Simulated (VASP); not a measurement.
# GaN (P1) in VASP: notebook

GaN is run at these levels: PBE; tasks: single point.

Program: VASP 6.6.1. These are calculated values, not measurements. Logs are shortened: lines on timing, memory, paths and dates and some standing lists are left out, and cuts for length are marked.

**1. The cell of the first run**

The typed cell holds 2 atoms: a = 3.187 Å, b = 3.187 Å, c = 3.187 Å, α = 60.00°, β = 60.00°, γ = 60.00°.

**2. Single point, PBE**

Input file INCAR:

```
PREC = Accurate ; ENCUT = 600
EDIFF = 1E-6 ; ISMEAR = 0
SIGMA = 0.01 ; LREAL = False
LASPH = True ; NELM = 120
ALGO = Normal ; ISIF = 2
LWAVE = False ; LCHARG = True
GGA = PE ; LELF = True
LVHAR = True ; NBANDS = 16
GGA_COMPAT = False
```

Input file KPOINTS:

```
Automatic mesh
0
Gamma
  5 5 5
```

Input file POSCAR:

```
GaN
1.0
    0.0000000000      2.2535000000      2.2535000000
    2.2535000000      0.0000000000      2.2535000000
    2.2535000000      2.2535000000      0.0000000000
Ga N
1 1
Direct
   -0.0000921618      0.0010855446      0.0017139672
    0.7504587614      0.7445964150      0.7414682615
```

Potentials or basis: VASP PAW PBE potentials, release 64 (Ga_d, N).

Command:

```sh
$ cat potpaw_PBE.64/Ga_d/POTCAR potpaw_PBE.64/N/POTCAR > POTCAR
$ mpirun -np 1 vasp_std > vasp.out
```

OUTCAR:

```text
PREC = Accurate
   ENCUT = 600
   EDIFF = 1E-6
   ISMEAR = 0
   LREAL = False
   LASPH = True
   NELM = 120
   ISIF = 2
   GGA = PE

 ion  position               nearest neighbor table
   1  1.000  0.001  0.002-   2 1.93   2 1.94   2 1.95   2 1.99
   2  0.750  0.745  0.741-   1 1.93   1 1.94   1 1.95   1 1.99

  LATTYP: Found a face centered cubic cell.
 ALAT       =     4.5070000000

  Lattice vectors:

 A1 = (   0.0000000000,   2.2535000000,   2.2535000000)
 A2 = (   2.2535000000,   0.0000000000,   2.2535000000)
 A3 = (   2.2535000000,   2.2535000000,   0.0000000000)

Analysis of symmetry for initial positions (statically):
=====================================================================
 Subroutine PRICEL returns:
 Original cell was already a primitive cell.

 Routine SETGRP: Setting up the symmetry group for a
 face centered cubic supercell.

 Subroutine GETGRP returns: Found  1 space group operations
 (whereof  1 operations were pure point group operations)
 out of a pool of 48 trial point group operations.

The static configuration has the point symmetry C_1 .

Analysis of symmetry for dynamics (positions and initial velocities):
=====================================================================
 Subroutine PRICEL returns:
 Original cell was already a primitive cell.

 Routine SETGRP: Setting up the symmetry group for a
 face centered cubic supercell.

 Subroutine GETGRP returns: Found  1 space group operations
 (whereof  1 operations were pure point group operations)
 out of a pool of 48 trial point group operations.

The dynamic configuration has the point symmetry C_1 .

 Subroutine INISYM returns: Found  1 space group operations
 (whereof  1 operations are pure point group operations),
 and found     1 'primitive' translations

----------------------------------------------------------------------------------------

                                     Primitive cell

  volume of cell :      22.8877

  direct lattice vectors                    reciprocal lattice vectors
     0.000000000  2.253500000  2.253500000    -0.221877080  0.221877080  0.221877080
     2.253500000  0.000000000  2.253500000     0.221877080 -0.221877080  0.221877080
     2.253500000  2.253500000  0.000000000     0.221877080  0.221877080 -0.221877080

  length of vectors
     3.186930263  3.186930263  3.186930263     0.384302376  0.384302376  0.384302376

  position of ions in fractional coordinates (direct lattice)
     0.999907838  0.001085545  0.001713967
     0.750458761  0.744596415  0.741468262

  ion indices of the primitive-cell ions
   primitive index   ion index
                 1           1
                 2           2

----------------------------------------------------------------------------------------

 KPOINTS: Automatic mesh

Automatic generation of k-mesh.
 Grid dimensions read from file:
 generate k-points for:    5    5    5

 Generating k-lattice:

  Cartesian coordinates                     Fractional coordinates (reciprocal lattice)
    -0.044375416  0.044375416  0.044375416     0.200000000  0.000000000  0.000000000
     0.044375416 -0.044375416  0.044375416     0.000000000  0.200000000  0.000000000
     0.044375416  0.044375416 -0.044375416     0.000000000  0.000000000  0.200000000

  Length of vectors
     0.076860475  0.076860475  0.076860475

  Shift w.r.t. Gamma in fractional coordinates (k-lattice)
     0.000000000  0.000000000  0.000000000

 Subroutine IBZKPT returns following result:
 ===========================================

 Found     63 irreducible k-points:

 Following reciprocal coordinates:
            Coordinates               Weight
  0.000000  0.000000  0.000000      1.000000
  0.200000  0.000000  0.000000      2.000000
  0.000000  0.200000  0.000000      2.000000
  0.000000  0.000000  0.200000      2.000000
  0.200000  0.200000  0.200000      2.000000
  0.400000  0.000000  0.000000      2.000000
[... 16 lines left out ...]
  0.200000  0.400000  0.400000      2.000000
  0.400000  0.000000  0.200000      2.000000
 [... further k-points ...]
   k-points           NKPTS =     63   k-points in BZ     NKDIM =     63   number of bands    NBANDS=     16
   number of dos      NEDOS =    301   number of ions     NIONS =      2
   total plane-waves  NPLWV =  21952
   dimension x,y,z NGX =    28 NGY =   28 NGZ =   28
   dimension x,y,z NGXF=    56 NGYF=   56 NGZF=   56
   ions per type =               1   1
   NGX,Y,Z   is equivalent  to a cutoff of  14.61, 14.61, 14.61 a.u.
   NGXF,Y,Z  is equivalent  to a cutoff of  29.21, 29.21, 29.21 a.u.
 SYSTEM =  unknown system
   PREC   = accura    normal or accurate (medium, high low for compatibility)
   ISTART =      0    job   : 0-new  1-cont  2-samecut
   ICHARG =      2    charge: 1-file 2-atom 10-const
   ISPIN  =      1    spin polarized calculation?
   LNONCOLLINEAR =      F non collinear calculations
   LSORBIT =      F    spin-orbit coupling
   LASPH  =      T    aspherical Exc in radial PAW
   ENCUT  =  600.0 eV  44.10 Ry    6.64 a.u.   6.37  6.37  6.37*2*pi/ulx,y,z
   NELM   =    120;   NELMIN=  2; NELMDL= -5     # of ELM steps
   EDIFF  = 0.1E-05   stopping-criterion for ELM
   LREAL  =      F    real-space projection
   EDIFFG = 0.1E-04   stopping-criterion for IOM
   NSW    =      0    number of steps for IOM
   IBRION =     -1    ionic relax: 0-MD 1-quasi-New 2-CG
   NFREE  =      0    steps in history (QN), initial steepest desc. (CG)
   ISIF   =      2    stress and relaxation
   ISYM   =      2    0-nonsym 1-usesym 2-fastsym
   POTIM  = 0.5000    time-step for ionic-motion
   TEBEG  =    0.0;   TEEND  =   0.0 temperature during run
   PSTRESS=    0.0 pullay stress
   NELECT =      18.0000    total number of electrons
   NUPDOWN=      -1.0000    fix difference up-down
   EMIN   =  10.00;   EMAX   =-10.00  energy-range for DOS
   EFERMI =   0.00;   METHOD = LEGACY
   ISMEAR =     0;   SIGMA  =   0.01  broadening in eV -4-tet -1-fermi 0-gaus
   EFERMI_NEDOS =   21; number of points for ismear=-14 and -15
   IALGO  =     38    algorithm
   IMIX   =      4    mixing-type and parameters
     AMIX     =   0.40;   BMIX     =  1.00
     AMIX_MAG =   1.60;   BMIX_MAG =  1.00
  volume/ion in A,a.u.               =      11.44        77.23
  Fermi-wavevector in a.u.,A,eV,Ry     =   1.511117  2.855597 31.068560  2.283475
  Thomas-Fermi vector in A             =   2.621217
   LORBIT       =      0    0 simple, 1 ext, 2 COOP (PROOUT), +10 PAW based schemes
   GGA     = PE    functional components
   LHFCALC =     F    Hartree Fock is set to
   AEXX    =    0.0000 exact exchange contribution
   IVDW    =     0    specifies the selected vdW correction
   LEPSILON=     F    determine dielectric tensor
   LRPA    =     F    only Hartree local field effects (RPA)
 non-spin polarized calculation
 Gauss-broadening in eV      SIGMA  =   0.01
  energy-cutoff  :      600.00
  volume of cell :       22.89
 maximum number of plane-waves:       785
 NGX is ok and might be reduce to    28
   NGX = 13   NGY = 13   NGZ = 13

 number of electron      18.0000004 magnetization

 Free energy of the ion-electron system (eV)
  ---------------------------------------------------
  ext. energy  EPLUGINS =         0.00000000
  ---------------------------------------------------
  free energy    TOTEN  =       -12.11655790 eV

  energy without entropy =      -12.11655790  energy(sigma->0) =      -12.11655790

 E-fermi :   5.5125     XC(G=0): -11.6636

 val. band max:        5.3885821151   @ k =   0.0000   0.0000   0.0000
 cond. band min:       7.0150165482   @ k =   0.0000   0.0000   0.0000
 fundamental gap:      1.6264344331
 Fermi energy:         5.5125175738

 k-point     1 :       0.0000    0.0000    0.0000
  band No.  band energies     occupation
      1     -10.6494      2.00000
      2      -8.1760      2.00000
      3      -8.1662      2.00000
      4      -8.1459      2.00000
      5      -7.8458      2.00000
      6      -7.8450      2.00000
[... 8 lines left out ...]
     15      24.0212      0.00000
     16      24.1659      0.00000

 k-point     2 :       0.2000    0.0000    0.0000
  band No.  band energies     occupation
      1     -10.2632      2.00000
      2      -8.1282      2.00000
      3      -8.1143      2.00000
      4      -7.9527      2.00000
      5      -7.8463      2.00000
      6      -7.8445      2.00000
[... 8 lines left out ...]
     15      22.0413      0.00000
     16      22.1110      0.00000

 k-point     3 :       0.0000    0.2000    0.0000
  band No.  band energies     occupation
      1     -10.2586      2.00000
      2      -8.1242      2.00000
      3      -8.1100      2.00000
      4      -7.9614      2.00000
      5      -7.8456      2.00000
      6      -7.8449      2.00000
[... 8 lines left out ...]
     15      22.0090      0.00000
     16      22.0705      0.00000

 k-point     4 :       0.0000    0.0000    0.2000
  band No.  band energies     occupation
      1     -10.2562      2.00000
      2      -8.1200      2.00000
      3      -8.1091      2.00000
      4      -7.9666      2.00000
      5      -7.8454      2.00000
      6      -7.8450      2.00000
[... 8 lines left out ...]
     15      21.9915      0.00000
     16      22.0475      0.00000
[... 324 lines left out ...]
 k-point    22 :      -0.2000    0.2000   -0.2000
  band No.  band energies     occupation
      1      -9.7463      2.00000
      2      -8.0445      2.00000
      3      -8.0065      2.00000
      4      -7.9200      2.00000
      5      -7.7908      2.00000
      6      -7.0693      2.00000
[... 8 lines left out ...]
     15      25.6202      0.00000
     16      26.0513      0.00000

 k-point    23 :       0.2000    0.4000    0.4000
  band No.  band energies     occupation
      1      -9.7629      2.00000
      2      -8.0535      2.00000
      3      -8.0156      2.00000
      4      -7.9291      2.00000
      5      -7.7957      2.00000
      6      -7.0591      2.00000
[... 8 lines left out ...]
     15      25.4868      0.00000
     16      26.2826      0.00000

 k-point    24 :       0.4000    0.0000    0.2000
  band No.  band energies     occupation
      1      -9.7513      2.00000
      2      -8.0600      2.00000
      3      -8.0018      2.00000
      4      -7.9311      2.00000
      5      -7.7946      2.00000
      6      -7.0592      2.00000
[... 8 lines left out ...]
     15      25.5517      0.00000
     16      26.2603      0.00000

 [... further k-points ...]
[... 5 lines left out ...]
  --------------------------------------------------------------------------------------
  -------------------------------------------------------------------------------------
  Total        0.7085976      0.7267573      0.7325677     -0.0825922     -0.3072906     -0.1661104
  in kB       49.6029567     50.8741635     51.2809050     -5.7815868    -21.5108278    -11.6279895
  external PRESSURE =      50.5860084 kB  Pullay stress =       0.0000000 kB

 VOLUME and BASIS-vectors are now :
 -----------------------------------------------------------------------------
  energy-cutoff  :      600.00
  volume of cell :       22.89
      direct lattice vectors                 reciprocal lattice vectors
     0.000000000  2.253500000  2.253500000    -0.221877080  0.221877080  0.221877080
     2.253500000  0.000000000  2.253500000     0.221877080 -0.221877080  0.221877080
     2.253500000  2.253500000  0.000000000     0.221877080  0.221877080 -0.221877080

 POSITION                                       TOTAL-FORCE (eV/Angst)
 -----------------------------------------------------------------------------------
      0.00631      2.25715      2.25574        -0.446826     -0.242295     -0.121027
      3.34885      3.36206      3.36911         0.446826      0.242295      0.121027
 -----------------------------------------------------------------------------------
    total drift:                               -0.000145     -0.000132     -0.000058

  FREE ENERGIE OF THE ION-ELECTRON SYSTEM (eV)
  ---------------------------------------------------
  free  energy   TOTEN  =       -12.1165579046 eV

  energy  without entropy=      -12.1165579046  energy(sigma->0) =      -12.11655790
```

Run time: 32 s. Hardware: 1 thread of Intel Xeon Platinum 8259CL at 2.50GHz (Skylake/Cascade Lake), shared host; peak memory 0.17 GiB.

Results:

```
Free energy            : -12.1166 eV
Pressure               : 5.1 GPa
Largest force          : 0.523 eV/Å
Band gap on the k mesh : 1.63 eV, direct
```

Forces in eV/Å, atoms in the order of the input:
```
Ga  -0.447 -0.242 -0.121
N    0.447  0.242  0.121
```

Stress tensor (GPa, compression positive):
```
 4.96 -0.58 -1.16
-0.58  5.09 -2.15
-1.16 -2.15  5.13
```

Caveat: the k points lie up to 0.48 Å⁻¹ apart.

**3. Single point, PBE**

Input file INCAR:

```
ALGO = Normal
EDIFF = 1E-6
ENCUT = 600
GGA = PE
GGA_COMPAT = F
ISIF = 2
ISMEAR = 0
LASPH = T
LCHARG = F
LREAL = F
LWAVE = F
NBANDS = 16
NELM = 120
PREC = Accurate
SIGMA = 0.01
```

Input file KPOINTS:

```
k-points
0
Gamma
  5 5 5
```

Input file POSCAR:

```
GaN
1.0
    0.0000000000      2.2535000000      2.2535000000
    2.2535000000      0.0000000000      2.2535000000
    2.2535000000      2.2535000000      0.0000000000
Ga N
1 1
Direct
   -0.0000501879      0.0010273986      0.0015841636
    0.7502498291      0.7448858337      0.7421143604
```

Potentials or basis: VASP PAW PBE potentials, release 64 (Ga_d, N).

Command:

```sh
$ cat potpaw_PBE.64/Ga_d/POTCAR potpaw_PBE.64/N/POTCAR > POTCAR
$ mpirun -np 1 vasp_std > vasp.out
```

Wall time 28 s (1 thread of Intel Xeon Platinum 8259CL at 2.50GHz (Skylake/Cascade Lake), shared host); peak memory 0.17 GiB.

Results (log left out):

```yaml
Free_energy: -12.1180 eV
Pressure: 5.0 GPa
Largest_force: 0.492 eV/Å
Band_gap_on_the_k_mesh: 1.63 eV, direct
```

Forces in eV/Å, atoms in the order of the input:
```
Ga  -0.417 -0.230 -0.123
N    0.417  0.230  0.123
```

Stress tensor (GPa, compression positive):
```
 4.95 -0.59 -1.10
-0.59  5.06 -2.01
-1.10 -2.01  5.10
```

Levels at points of the mesh, in eV from the valence-band top:
| k point | band 7 | band 8 | band 9 | band 10 | band 11 | band 12 |
| --- | --- | --- | --- | --- | --- | --- |
| (0.00, 0.00, 0.00) | -0.16 | -0.11 | 0.00 | 1.63 | 10.14 | 10.22 |

Caveat: the k points lie up to 0.48 Å⁻¹ apart. A hybrid or GW would open this gap; PBE tends to underestimate it.

**4. Single point, PBE**

Input file INCAR:

```
SYSTEM = GaN
PREC     = Accurate       ! precision mode
ENCUT    = 600            ! plane-wave cutoff, eV
EDIFF    = 1E-6           ! SCF threshold, eV
ISMEAR   = 0              ! smearing method
SIGMA    = 0.01           ! smearing width, eV
LREAL    = .False.        ! projectors in reciprocal space
LASPH    = .True.         ! aspherical terms in the spheres
NELM     = 120            ! most SCF steps
ALGO     = Normal         ! electronic algorithm
ISIF     = 2              ! what is computed and relaxed
LWAVE    = .False.        ! write WAVECAR
LCHARG   = .False.        ! write CHGCAR
GGA      = PE             ! functional
NBANDS   = 16             ! bands
GGA_COMPAT= .False.
```

Input file KPOINTS:

```
Automatic mesh
0
Gamma
  5 5 5
  0 0 0
```

Input file POSCAR:

```
GaN
1.0
    0.0000000000      2.2535000000      2.2535000000
    2.2535000000      0.0000000000      2.2535000000
    2.2535000000      2.2535000000      0.0000000000
Ga N
1 1
Direct
   -0.0000002301      0.0009305561      0.0013891074
    0.7500011548      0.7453678706      0.7430852653
```

Command:

```sh
$ cat potpaw_PBE.64/Ga_d/POTCAR potpaw_PBE.64/N/POTCAR > POTCAR
$ mpirun -np 1 vasp_std > vasp.out
```

Wall time 27 s (1 thread of Intel Xeon Platinum 8259CL at 2.50GHz (Skylake/Cascade Lake), shared host); peak memory 0.17 GiB.

Results (log left out):

```yaml
Free_energy: -12.1200 eV
Pressure: 5.0 GPa
Largest_force: 0.443 eV/Å
Band_gap_on_the_k_mesh: 1.64 eV, direct
```

Forces in eV/Å, atoms in the order of the input:
```
Ga  -0.371 -0.209 -0.123
N    0.371  0.209  0.123
```

Stress tensor (GPa, compression positive):
```
 4.94 -0.59 -1.00
-0.59  5.02 -1.78
-1.00 -1.78  5.05
```

Levels at points of the mesh, in eV from the valence-band top:
| k point | band 6 | band 7 | band 8 | band 9 | band 10 | band 11 | band 12 | band 13 |
| --- | --- | --- | --- | --- | --- | --- | --- | --- |
| (0.00, 0.00, 0.00) | -13.22 | -0.15 | -0.10 | 0.00 | 1.64 | 10.15 | 10.22 | 10.27 |

Caveat: the k points lie up to 0.48 Å⁻¹ apart.
